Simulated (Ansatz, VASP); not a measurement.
SnO2: VASP beside Ansatz

Contents of INCAR:

```
PREC     = Accurate       # precision mode
ENCUT    = 520            # plane-wave cutoff, eV
EDIFF    = 1E-6           # SCF threshold, eV
ISMEAR   = -1             # smearing method
SIGMA    = 0.08           # smearing width, eV
LREAL    = F              # projectors in reciprocal space
LASPH    = T              # aspherical terms in the spheres
NELM     = 100            # most SCF steps
ALGO     = Normal         # electronic algorithm
ISIF     = 2              # what is computed and relaxed
LWAVE    = F              # write WAVECAR
LCHARG   = T              # write CHGCAR
LELF     = T              # ELF
LVHAR    = T            
NBANDS   = 35             # bands
```

The input KPOINTS:

```
Automatic mesh
0
Gamma
  8 8 11
```

File POSCAR:

```
SnO2
1.0
    4.6046074570      0.0000000000      0.0000000000
    0.0000000000      4.6046074570      0.0000000000
    0.0000000000      0.0000000000      3.1538893754
Sn O
2 4
Direct
    0.0000000000      0.0000000000      0.0000000000
    0.5000000000      0.5000000000      0.5000000000
    0.3054188603      0.3054188603      0.0000000000
    0.6945811397      0.6945811397      0.0000000000
    0.8054188603      0.1945811397      0.5000000000
    0.1945811397      0.8054188603      0.5000000000
```

Input for Ansatz:

```yaml
crystal:
  lattice:
    - [4.604607457, 0.0, 0.0]
    - [0.0, 4.604607457, 0.0]
    - [0.0, 0.0, 3.1538893754]
  atoms:
    - { symbol: Sn, position: [0.0, 0.0, 0.0] }
    - { symbol: Sn, position: [0.5, 0.5, 0.5] }
    - { symbol: O, position: [0.3054188603, 0.3054188603, 0.0] }
    - { symbol: O, position: [0.6945811397, 0.6945811397, 0.0] }
    - { symbol: O, position: [0.8054188603, 0.1945811397, 0.5] }
    - { symbol: O, position: [0.1945811397, 0.8054188603, 0.5] }
kpoints:
  mp_grid: { grid: [8, 8, 11] }
scf:
  occupations: { method: fermi_dirac, width: 0.08 }
hamiltonian:
  xc: lda
  pseudopotentials: { kind: all_electron, lapw: { basis_error: 0.001 } }
output:
  forces: true
  stress: true
  eigenvalues: true
  populations: true
```

Change from the starting cell: volume scaled by 0.94, LAPW.

Alike in both runs: task single point; functional LDA; k mesh 8 × 8 × 11; occupations fermi-dirac, width 0.08 eV; no spin polarisation.

```csv
,VASP,Ansatz
version,VASP 6.6.1,Ansatz 0.2.0
potentials or method,"VASP PAW LDA potentials, release 64 (Sn_d, O), cutoff 520 eV","all-electron LAPW, scalar-relativistic"
```

VASP gave:

| Quantity | Value |
| --- | --- |
| pressure (GPa) | 16.2 |
| traceless stress, the component that is largest in VASP (GPa) | 0.32 |
| rms of the force components (eV/Å) | 0.008 |

**Question.** Which values does Ansatz return?

**Answer.** Pressure (GPa): 14.9; traceless stress, the component that is largest in VASP (GPa): 0.03; rms of the force components (eV/Å): 0.001.

LDA's correlation is that of Perdew and Zunger in VASP and of Perdew and Wang (1992) in Ansatz. Atom by atom the forces differ by 0.009 eV/Å (rms over components). Ansatz ran all-electron here, and VASP with PAW potentials.
